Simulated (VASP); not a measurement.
Input of a VASP 6.6.1 run:

The input INCAR:

```
SYSTEM = AgBr
PREC     = Accurate       ! precision mode
ENCUT    = 500            ! plane-wave cutoff, eV
EDIFF    = 1E-6           ! SCF threshold, eV
ISMEAR   = 0              ! smearing method
SIGMA    = 0.01           ! smearing width, eV
LREAL    = .FALSE.        ! projectors in reciprocal space
LASPH    = .TRUE.         ! aspherical terms in the spheres
NELM     = 200            ! most SCF steps
ALGO     = Normal         ! electronic algorithm
ISIF     = 2              ! what is computed and relaxed
LWAVE    = .FALSE.        ! write WAVECAR
LCHARG   = .FALSE.        ! write CHGCAR
MAGMOM   = 0 0 0 0 0 0    ! initial moments
LORBIT   = 11             ! projections on sites
LSORBIT  = .TRUE.         ! spin-orbit coupling
GGA_COMPAT= .FALSE.      
LORBMOM  = .TRUE.       
LMAXMIX  = 4              ! l up to which the mixer works
GGA      = PE             ! functional
NBANDS   = 30             ! bands
```

The input KPOINTS:

```
regular mesh
0
G
  6 6 6
  0 0 0
```

File POSCAR:

```
AgBr
1.0
    4.0590050000      0.0000000000      0.0000000000
    2.0295025000      3.5152014441      0.0000000000
    2.0295025000      1.1717338147      3.3141637045
Ag Br
1 1
Direct
    0.0000000000      0.0000000000      0.0000000000
    0.5000000000      0.5000000000      0.5000000000
```

Potentials or basis: VASP PAW PBE potentials, release 64 (Ag, Br).

Command:

```sh
$ cat potpaw_PBE.64/Ag/POTCAR potpaw_PBE.64/Br/POTCAR > POTCAR
$ mpirun -np 1 vasp_ncl > vasp.out
```

Task: Estimate the pressure.

Result: 2.3 GPa.

Task: Estimate the net moment.

Result: 0.00 μB per cell.

Moments on the atoms (μB; x, y, z):
```
Ag  0.00 0.00 0.00
Br  0.00 0.00 0.00
```
